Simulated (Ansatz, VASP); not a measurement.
Re: VASP beside Ansatz

```
CELL_PARAMETERS angstrom
2.58816 0.00000 0.00000
0.00000 2.58816 0.00000
0.00000 0.00000 2.58816
ATOMIC_POSITIONS crystal
Re 0.00000 0.00000 0.00000
```

Alike in both runs: functional revPBE; k mesh 12 × 12 × 12; occupations fermi-dirac, width 0.1 eV; no spin polarisation.

Ansatz relaxed the structure, and its values are those at the end. VASP's run is a single point on that final structure, the one shown.

|  | VASP | Ansatz |
| --- | --- | --- |
| version | VASP 6.6.1 | Ansatz 0.2.0 |
| potentials or method | VASP PAW PBE potentials, release 64 (Re_sv_GW), cutoff 500 eV | plane waves (420 eV) with PAW, scalar-relativistic |
| valence electrons in the cell | 15 | 15 |

Ansatz gave:

```
pressure (GPa) : 0.0
```

Question: Which values does VASP return?

Answer: Pressure (GPa): -2.3.

VASP's potentials were made for PBE, not for revPBE.

Spin-orbit coupling is off throughout.
